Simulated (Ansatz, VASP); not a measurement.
# Two plane-wave programs on SiC3

```
Si C
1.0
     3.42299    0.00000    0.00000
     0.00000    3.42299    0.00000
     0.00000    0.00000    3.38927
Si C
1 3
Direct
  0.00000 0.00000 0.00000
  0.50000 0.50000 0.21282
  0.00000 0.00000 0.50000
  0.50000 0.50000 0.78718
```

Alike in both runs: task relaxation of cell and atoms; functional PBE; k mesh 6 × 6 × 6; occupations gaussian, width 0.1 eV; no spin polarisation.

|  | VASP | Ansatz |
| --- | --- | --- |
| version | VASP 6.6.1 | Ansatz 0.2.0 |
| potentials or method | VASP PAW PBE potentials, release 64 (Si, C), cutoff 600 eV | scalar-relativistic, plane waves, PAW |
| valence electrons in the cell | 16 | 16 |

VASP gave:

| Property | Result |
| --- | --- |
| gap on the k mesh at the Fermi level, each at its own relaxed structure (eV) | none |
| relaxed volume (Å³/atom) | 10.79 |
| relaxed cell length with the largest relative difference (Å) | 3.559 |

Q: Which values does Ansatz return?

A: gap on the k mesh at the Fermi level, each at its own relaxed structure (eV): none; relaxed volume (Å³/atom): 10.88; relaxed cell length with the largest relative difference (Å): 3.576.

A gap of «none» marks a metal or a gap that the smearing closes.
